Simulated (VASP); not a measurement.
# Tl3S (I4/mmm) in VASP: a series of runs

Runs on Tl3S. Level: PBE. Tasks: single point.

Everything below comes from runs of VASP 6.6.1. Logs are shortened: lines on timing, memory, paths and dates and some standing lists are left out, and cuts for length are marked.

**1. The cell of the first run**

The structure is tetragonal, space group I4/mmm (No. 139). Conventional cell: a = 4.522 Å, b = 4.522 Å, c = 9.915 Å, α = 90.00°, β = 90.00°, γ = 90.00°. Tl (site symmetry 4/mmm) has 4 S at 3.20 Å and 8 Tl at 3.36 Å within 4.2 Å. Tl (site symmetry -4m2) has 8 Tl at 3.20 to 3.36 Å and 4 S at 3.36 Å within 4.2 Å. S (site symmetry 4/mmm) has 12 Tl at 3.20 to 3.36 Å within 4.2 Å.

**2. Single point, PBE**

File INCAR:

```
SYSTEM = Tl3S
PREC = Accurate
ENCUT = 520
EDIFF = 1E-7
ISMEAR = -1
SIGMA = 0.05
LREAL = .FALSE.
LASPH = .TRUE.
NELM = 80
ALGO = Normal
ISIF = 2
LWAVE = .FALSE.
LCHARG = .FALSE.
GGA = PE
NBANDS = 30
```

File KPOINTS:

```
Automatic mesh
0
G
  8 8 8
  0 0 0
```

File POSCAR:

```
Tl3S
1.0
   -2.2610882380      2.2610882380      4.9575359854
    2.2610882380     -2.2610882380      4.9575359854
    2.2610882380      2.2610882380     -4.9575359854
Tl S
3 1
Direct
    0.5000000000      0.5000000000      0.0000000000
    0.2500000000      0.7500000000      0.5000000000
    0.7500000000      0.2500000000      0.5000000000
    0.0000000000      0.0000000000      0.0000000000
```

Potentials or basis: VASP PAW PBE potentials, release 64 (Tl_d, S).

On the command line:

```sh
$ cat potpaw_PBE.64/Tl_d/POTCAR potpaw_PBE.64/S/POTCAR > POTCAR
$ mpirun -np 1 vasp_std > vasp.out
```

OUTCAR:

```text
SYSTEM = Tl3S
   PREC = Accurate
   ENCUT = 520
   EDIFF = 1E-7
   ISMEAR = -1
   LREAL = .FALSE.
   LASPH = .TRUE.
   NELM = 80
   ISIF = 2
   GGA = PE

 ion  position               nearest neighbor table
   1  0.500  0.500  0.000-   4 3.20   4 3.20   4 3.20   4 3.20   3 3.36   2 3.36   3 3.36   3 3.36
                             2 3.36   2 3.36   3 3.36   2 3.36
   2  0.250  0.750  0.500-   3 3.20   3 3.20   3 3.20   3 3.20   4 3.36   1 3.36   4 3.36   1 3.36
                             4 3.36   4 3.36   1 3.36   1 3.36
   3  0.750  0.250  0.500-   2 3.20   2 3.20   2 3.20   2 3.20   4 3.36   1 3.36   4 3.36   4 3.36
                             1 3.36   1 3.36   4 3.36   1 3.36
   4  0.000  0.000  0.000-   1 3.20   1 3.20   1 3.20   1 3.20   3 3.36   2 3.36   3 3.36   2 3.36
                             3 3.36   3 3.36   2 3.36   2 3.36

  LATTYP: Found a body centered tetragonal cell.
 ALAT       =     4.5221764760
 C/A-ratio  =     2.1925442369

  Lattice vectors:

 A1 = (  -2.2610882380,   2.2610882380,   4.9575359854)
 A2 = (   2.2610882380,  -2.2610882380,   4.9575359854)
 A3 = (   2.2610882380,   2.2610882380,  -4.9575359854)

Analysis of symmetry for initial positions (statically):
=====================================================================
 Subroutine PRICEL returns:
 Original cell was already a primitive cell.

 Routine SETGRP: Setting up the symmetry group for a
 body centered tetragonal supercell.

 Subroutine GETGRP returns: Found 16 space group operations
 (whereof 16 operations were pure point group operations)
 out of a pool of 16 trial point group operations.

The static configuration has the point symmetry D_4h.

Analysis of symmetry for dynamics (positions and initial velocities):
=====================================================================
 Subroutine PRICEL returns:
 Original cell was already a primitive cell.

 Routine SETGRP: Setting up the symmetry group for a
 body centered tetragonal supercell.

 Subroutine GETGRP returns: Found 16 space group operations
 (whereof 16 operations were pure point group operations)
 out of a pool of 16 trial point group operations.

The dynamic configuration has the point symmetry D_4h.

 Subroutine INISYM returns: Found 16 space group operations
 (whereof 16 operations are pure point group operations),
 and found     1 'primitive' translations

----------------------------------------------------------------------------------------

                                     Primitive cell

  volume of cell :     101.3820

  direct lattice vectors                    reciprocal lattice vectors
    -2.261088238  2.261088238  4.957535985     0.000000000  0.221132458  0.100856555
     2.261088238 -2.261088238  4.957535985     0.221132458  0.000000000  0.100856555
     2.261088238  2.261088238 -4.957535985     0.221132458  0.221132458  0.000000000

  length of vectors
     5.899339208  5.899339208  5.899339208     0.243046515  0.243046515  0.312728521

  position of ions in fractional coordinates (direct lattice)
     0.500000000  0.500000000  0.000000000
     0.250000000  0.750000000  0.500000000
     0.750000000  0.250000000  0.500000000
     0.000000000  0.000000000  0.000000000

  ion indices of the primitive-cell ions
   primitive index   ion index
                 1           1
                 2           2
                 3           3
                 4           4

----------------------------------------------------------------------------------------

 KPOINTS: Automatic mesh

Automatic generation of k-mesh.
 Grid dimensions read from file:
 generate k-points for:    8    8    8

 Generating k-lattice:

  Cartesian coordinates                     Fractional coordinates (reciprocal lattice)
     0.000000000  0.027641557  0.012607069     0.125000000 -0.000000000  0.000000000
     0.027641557  0.000000000  0.012607069    -0.000000000  0.125000000  0.000000000
     0.027641557  0.027641557  0.000000000     0.000000000  0.000000000  0.125000000

  Length of vectors
     0.030380814  0.030380814  0.039091065

  Shift w.r.t. Gamma in fractional coordinates (k-lattice)
     0.000000000  0.000000000  0.000000000

 Subroutine IBZKPT returns following result:
 ===========================================

 Found     59 irreducible k-points:

 Following reciprocal coordinates:
            Coordinates               Weight
  0.000000  0.000000  0.000000      1.000000
  0.125000 -0.000000  0.000000      8.000000
  0.250000 -0.000000  0.000000      8.000000
  0.375000 -0.000000  0.000000      8.000000
  0.500000 -0.000000  0.000000      4.000000
  0.125000  0.125000  0.000000      8.000000
[... 16 lines left out ...]
  0.250000  0.125000  0.125000     16.000000
  0.375000  0.125000  0.125000      8.000000
 [... further k-points ...]
   k-points           NKPTS =     59   k-points in BZ     NKDIM =     59   number of bands    NBANDS=     30
   number of dos      NEDOS =    301   number of ions     NIONS =      4
   total plane-waves  NPLWV = 110592
   dimension x,y,z NGX =    48 NGY =   48 NGZ =   48
   dimension x,y,z NGXF=    96 NGYF=   96 NGZF=   96
   ions per type =               3   1
   NGX,Y,Z   is equivalent  to a cutoff of  13.53, 13.53, 13.53 a.u.
   NGXF,Y,Z  is equivalent  to a cutoff of  27.05, 27.05, 27.05 a.u.
 SYSTEM =  Tl3S
   PREC   = accura    normal or accurate (medium, high low for compatibility)
   ISTART =      0    job   : 0-new  1-cont  2-samecut
   ICHARG =      2    charge: 1-file 2-atom 10-const
   ISPIN  =      1    spin polarized calculation?
   LNONCOLLINEAR =      F non collinear calculations
   LSORBIT =      F    spin-orbit coupling
   LASPH  =      T    aspherical Exc in radial PAW
   ENCUT  =  520.0 eV  38.22 Ry    6.18 a.u.  10.97 10.97 10.97*2*pi/ulx,y,z
   NELM   =     80;   NELMIN=  2; NELMDL= -5     # of ELM steps
   EDIFF  = 0.1E-06   stopping-criterion for ELM
   LREAL  =      F    real-space projection
   EDIFFG = 0.1E-05   stopping-criterion for IOM
   NSW    =      0    number of steps for IOM
   IBRION =     -1    ionic relax: 0-MD 1-quasi-New 2-CG
   NFREE  =      0    steps in history (QN), initial steepest desc. (CG)
   ISIF   =      2    stress and relaxation
   ISYM   =      2    0-nonsym 1-usesym 2-fastsym
   POTIM  = 0.5000    time-step for ionic-motion
   TEBEG  =    0.0;   TEEND  =   0.0 temperature during run
   PSTRESS=    0.0 pullay stress
   NELECT =      45.0000    total number of electrons
   NUPDOWN=      -1.0000    fix difference up-down
   EMIN   =  10.00;   EMAX   =-10.00  energy-range for DOS
   EFERMI =   0.00;   METHOD = LEGACY
   ISMEAR =    -1;   SIGMA  =   0.05  broadening in eV -4-tet -1-fermi 0-gaus
   EFERMI_NEDOS =   21; number of points for ismear=-14 and -15
   IALGO  =     38    algorithm
   IMIX   =      4    mixing-type and parameters
     AMIX     =   0.40;   BMIX     =  1.00
     AMIX_MAG =   1.60;   BMIX_MAG =  1.00
  volume/ion in A,a.u.               =      25.35       171.04
  Fermi-wavevector in a.u.,A,eV,Ry     =   1.248798  2.359885 21.218222  1.559495
  Thomas-Fermi vector in A             =   2.382868
   LORBIT       =      0    0 simple, 1 ext, 2 COOP (PROOUT), +10 PAW based schemes
   GGA     = PE    functional components
   LHFCALC =     F    Hartree Fock is set to
   AEXX    =    0.0000 exact exchange contribution
   IVDW    =     0    specifies the selected vdW correction
   LEPSILON=     F    determine dielectric tensor
   LRPA    =     F    only Hartree local field effects (RPA)
 non-spin polarized calculation
  energy-cutoff  :      520.00
  volume of cell :      101.38
 maximum number of plane-waves:      2762
 NGX is ok and might be reduce to    48
   NGX = 21   NGY = 21   NGZ = 21

 number of electron      45.0000001 magnetization

 Free energy of the ion-electron system (eV)
  ---------------------------------------------------
  ext. energy  EPLUGINS =         0.00000000
  ---------------------------------------------------
  free energy    TOTEN  =       -11.04576455 eV

  energy without entropy =      -11.03747959  energy(sigma->0) =      -11.04162207

 E-fermi :   6.6138     XC(G=0): -10.3121

 val. band max:        6.5733343312   @ k =  -0.3750  -0.3750   0.1250
 cond. band min:       6.6140526527   @ k =   0.1250  -0.0000   0.0000
 fundamental gap:      0.0407183215
 Fermi energy:         6.6137741073

 k-point     1 :       0.0000    0.0000    0.0000
  band No.  band energies     occupation
      1      -5.9455      2.00000
      2      -5.5985      2.00000
      3      -5.3575      2.00000
      4      -5.3122      2.00000
      5      -5.0919      2.00000
      6      -5.0919      2.00000
[... 22 lines left out ...]
     29      13.9163      0.00000
     30      14.8591      0.00000

 k-point     2 :       0.1250   -0.0000    0.0000
  band No.  band energies     occupation
      1      -5.8895      2.00000
      2      -5.5591      2.00000
      3      -5.3300      2.00000
      4      -5.2718      2.00000
      5      -5.1118      2.00000
      6      -5.1074      2.00000
[... 22 lines left out ...]
     29      13.6701      0.00000
     30      15.0032      0.00000

 k-point     3 :       0.2500   -0.0000    0.0000
  band No.  band energies     occupation
      1      -5.7620      2.00000
      2      -5.4445      2.00000
      3      -5.2461      2.00000
      4      -5.1770      2.00000
      5      -5.1446      2.00000
      6      -5.0878      2.00000
[... 22 lines left out ...]
     29      13.3167      0.00000
     30      13.9105      0.00000

 k-point     4 :       0.3750   -0.0000    0.0000
  band No.  band energies     occupation
      1      -5.6365      2.00000
      2      -5.2696      2.00000
      3      -5.1690      2.00000
      4      -5.1641      2.00000
      5      -5.0855      2.00000
      6      -5.0411      2.00000
[... 616 lines left out ...]
     29      13.5782      0.00000
     30      13.6476      0.00000

 k-point    23 :       0.2500    0.1250    0.1250
  band No.  band energies     occupation
      1      -5.7569      2.00000
      2      -5.3715      2.00000
      3      -5.1808      2.00000
      4      -5.1065      2.00000
      5      -5.0716      2.00000
      6      -5.0392      2.00000
[... 22 lines left out ...]
     29      13.4826      0.00000
     30      13.6390      0.00000

 k-point    24 :       0.3750    0.1250    0.1250
  band No.  band energies     occupation
      1      -5.7535      2.00000
      2      -5.2591      2.00000
      3      -5.2549      2.00000
      4      -5.2158      2.00000
      5      -5.0321      2.00000
      6      -5.0227      2.00000
[... 22 lines left out ...]
     29      13.4623      0.00000
     30      14.4044      0.00000

 [... further k-points ...]
[... 5 lines left out ...]
  --------------------------------------------------------------------------------------
  -------------------------------------------------------------------------------------
  Total        3.1157791      3.1157791      3.0924718      0.0000000     -0.0000000      0.0000000
  in kB       49.2398080     49.2398080     48.8714749      0.0000000     -0.0000000      0.0000000
  external PRESSURE =      49.1170303 kB  Pullay stress =       0.0000000 kB

 VOLUME and BASIS-vectors are now :
 -----------------------------------------------------------------------------
  energy-cutoff  :      520.00
  volume of cell :      101.38
      direct lattice vectors                 reciprocal lattice vectors
    -2.261088238  2.261088238  4.957535985     0.000000000  0.221132458  0.100856555
     2.261088238 -2.261088238  4.957535985     0.221132458  0.000000000  0.100856555
     2.261088238  2.261088238 -4.957535985     0.221132458  0.221132458  0.000000000

 POSITION                                       TOTAL-FORCE (eV/Angst)
 -----------------------------------------------------------------------------------
      0.00000      0.00000      4.95754        -0.000000      0.000000      0.000000
      2.26109      0.00000      2.47877         0.000000     -0.000000     -0.000000
      0.00000      2.26109      2.47877         0.000000      0.000000     -0.000000
      0.00000      0.00000      0.00000        -0.000000      0.000000      0.000000
 -----------------------------------------------------------------------------------
    total drift:                                0.000000     -0.000000      0.000000

  FREE ENERGIE OF THE ION-ELECTRON SYSTEM (eV)
  ---------------------------------------------------
  free  energy   TOTEN  =       -11.0457645497 eV

  energy  without entropy=      -11.0374795868  energy(sigma->0) =      -11.04162207
```

Run time: 3.7 min. Hardware: 1 thread of Intel Xeon Platinum 8259CL at 2.50GHz (Skylake/Cascade Lake), shared host; peak memory 0.4 GiB.

Results:

* Free energy: -11.0458 eV
* Pressure: 4.9 GPa

Caveat: spin-orbit coupling is left out, which moves the levels of the heavy elements.

**3. Single point, PBE**

This run uses another cell than the first one, of 26.96 Å³/atom, 1.064 times its volume.

File INCAR:

```
SYSTEM = Tl3S
PREC     = Accurate       ! precision mode
ENCUT    = 520            ! plane-wave cutoff, eV
EDIFF    = 1E-6           ! SCF threshold, eV
ISMEAR   = -1             ! smearing method
SIGMA    = 0.05           ! smearing width, eV
LREAL    = .FALSE.        ! projectors in reciprocal space
LASPH    = .TRUE.         ! aspherical terms in the spheres
NELM     = 80             ! most SCF steps
ALGO     = Normal         ! electronic algorithm
ISIF     = 2              ! what is computed and relaxed
LWAVE    = .FALSE.        ! write WAVECAR
LCHARG   = .FALSE.        ! write CHGCAR
GGA      = PE             ! functional
NBANDS   = 30             ! bands
```

KPOINTS is that of step 2.

File POSCAR:

```
Tl3S
1.0
   -2.3083183030      2.3083183030      5.0588915390
    2.3083183030     -2.3083183030      5.0588915390
    2.3083183030      2.3083183030     -5.0588915390
Tl S
3 1
Direct
    0.5000000000      0.5000000000      0.0000000000
    0.2500000000      0.7500000000      0.5000000000
    0.7500000000      0.2500000000      0.5000000000
    0.0000000000      0.0000000000      0.0000000000
```

Potentials or basis: VASP PAW PBE potentials, release 64 (Tl_d, S).

On the command line:

```sh
$ cat potpaw_PBE.64/Tl_d/POTCAR potpaw_PBE.64/S/POTCAR > POTCAR
$ mpirun -np 1 vasp_std > vasp.out
```

Wall time 3.6 min (1 thread of Intel Xeon Platinum 8259CL at 2.50GHz (Skylake/Cascade Lake), shared host); peak memory 0.41 GiB.

It converged, with:

```yaml
Free_energy: -11.1831 eV
Pressure: 1.9 GPa
```

Levels at points of the mesh, in eV from the Fermi level:
```csv
k point,band 18,band 19,band 20,band 21,band 22,band 23,band 24,band 25,band 26,band 27
"(0.00, 0.00, 0.00)",-3.74,-3.21,-2.76,-2.03,-2.03,0.41,0.41,0.71,2.66,4.11
"(0.50, 0.00, 0.00)",-6.40,-4.77,-1.61,-1.43,-0.56,-0.29,1.44,2.82,3.53,3.88
"(0.50, 0.50, 0.00)",-5.78,-5.27,-3.72,-3.46,-1.47,-0.33,-0.24,2.21,3.19,5.40
"(0.50, 0.50, 0.50)",-5.71,-2.91,-2.70,-2.70,-0.70,1.33,1.33,3.58,4.61,4.80
```

Caveat: spin-orbit coupling is left out, which moves the levels of the heavy elements.

[end of part 1 of 2]
